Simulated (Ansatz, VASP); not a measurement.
BaTiO3: VASP beside Ansatz

```xyz
5
Lattice="4.0073 0.0601 0.0601 0.0601 4.0073 0.0601 0.0601 0.0601 4.0073" Properties=species:S:1:pos:R:3 pbc="T T T"
Ba    2.0638    2.0638    2.0638
Ti    0.0000    0.0000    0.0000
O     2.0036    0.0301    0.0301
O     0.0301    2.0036    0.0301
O     0.0301    0.0301    2.0036
```

Change from the starting cell: equal xy, yz and zx shear strains of +3 %, crystal datasets.

Alike in both runs: task electric field gradients; functional PBE; k mesh 8 × 8 × 8; occupations fermi-dirac, width 0.05 eV; no spin polarisation.

```csv
,VASP,Ansatz
version,VASP 6.6.1,Ansatz 0.2.0
potentials or method,"VASP PAW PBE potentials, release 64 (Ba_sv, Ti_sv, O), cutoff 520 eV","all-electron PAW with datasets made for the crystal, scalar-relativistic"
```

```tsv
	VASP	Ansatz	Ansatz less VASP
pressure (GPa)	3.5	1.8	-1.77
traceless stress, the component that is largest in VASP (GPa)	-3.71	-3.59	+0.115
size of Vzz on the site where it differs most (V/Å²)	42.2	39.1	-3.07
```

Ansatz ran all-electron here, and VASP with PAW potentials.

Neither program's run includes spin-orbit coupling.
